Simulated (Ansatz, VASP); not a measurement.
# One calculation of Ge, two programs

INCAR

```
ALGO = Normal
EDIFF = 1E-6
ENCUT = 520
GGA = CA
ISIF = 2
ISMEAR = -1
LASPH = True
LCHARG = True
LELF = True
LREAL = False
LVHAR = True
LWAVE = False
NBANDS = 21
NELM = 80
PREC = Accurate
SIGMA = 0.05
```

File KPOINTS:

```
k-points
0
Gamma
  10 10 6
```

The input POSCAR:

```
Ge
1.0
    1.4880529250     -2.5946896100      0.0000000000
    1.4880529250      2.5946896100      0.0000000000
    0.0000000000      0.0000000000      4.7275957900
Ge
2
Direct
    0.3334466300      0.6665533700      0.2500000000
    0.6665533700      0.3334466300      0.7500000000
```

File input.yaml:

```yaml
crystal:
  lattice:
    - [1.488052925, -2.59468961, 0.0]
    - [1.488052925, 2.59468961, 0.0]
    - [0.0, 0.0, 4.72759579]
  atoms:
    - { symbol: Ge, position: [0.33344663, 0.66655337, 0.25] }
    - { symbol: Ge, position: [0.66655337, 0.33344663, 0.75] }
kpoints:
  mp_grid: { grid: [10, 10, 6] }
scf:
  occupations: { method: fermi_dirac, width: 0.05 }
hamiltonian:
  xc: lda
  pseudopotentials: { kind: all_electron, lapw: { basis_error: 0.001 } }
output:
  forces: true
  stress: true
  eigenvalues: true
```

Alike in both runs: task single point; functional LDA; k mesh 10 × 10 × 6; occupations fermi-dirac, width 0.05 eV; no spin polarisation.

```csv
,VASP,Ansatz
version,VASP 6.6.1,Ansatz 0.2.0
potentials or method,"VASP PAW LDA potentials, release 64 (Ge_d), cutoff 520 eV","all-electron LAPW, scalar-relativistic"
```

Ansatz gave:

```
gap on the k mesh at the Fermi level (eV)                     : none
pressure (GPa)                                                : -1.2
traceless stress, the component that is largest in VASP (GPa) : 1.53
```

What did VASP give for the same quantities?

gap on the k mesh at the Fermi level (eV): none; pressure (GPa): -1.2; traceless stress, the component that is largest in VASP (GPa): 1.54.

LDA's correlation is that of Perdew and Zunger in VASP and of Perdew and Wang (1992) in Ansatz. A gap of «none» marks a metal or a gap that the smearing closes. Ansatz ran all-electron here, and VASP with PAW potentials.
